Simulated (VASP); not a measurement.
Bi, 1 atom in the cell. Symmetry: Im-3m, No. 229, cubic system. The conventional cell has a = 3.971 Å, b = 3.971 Å, c = 3.971 Å, α = 90.00°, β = 90.00°, γ = 90.00°. Bi (site symmetry m-3m) has 14 Bi at 3.44 to 3.97 Å within 4.5 Å.  This cell differs from its parent crystal: volume scaled by 1.04.

```yaml
Program: VASP 6.6.1
Task: single point
Functional: PBEsol
Potentials_or_basis: VASP PAW PBE potentials, release 64 (Bi_d)
Cutoff: 520 eV
k_mesh: 13 × 13 × 13
Occupations: fermi-dirac, width 0.1 eV
Spin: no spin polarisation
Dipole_correction: no
Further_INCAR_settings: ALGO = Normal; EDIFF = 1e-07; NBANDS = 14
```

Potentials or basis: VASP PAW PBE potentials, release 64 (Bi_d).

Launch:

```sh
$ cat potpaw_PBE.64/Bi_d/POTCAR > POTCAR
$ mpirun -np 1 vasp_std > vasp.out
```

Hardware: 1 thread of Intel(R) Xeon(R) Platinum 8488C (Sapphire Rapids), with other jobs on the host.

How long does it take, and how much memory?

It took 21 s on 1 thread of Intel(R) Xeon(R) Platinum 8488C (Sapphire Rapids), with other jobs on the host, peak memory 0.17 GiB. Counts: scf iterations 11, k points 84.
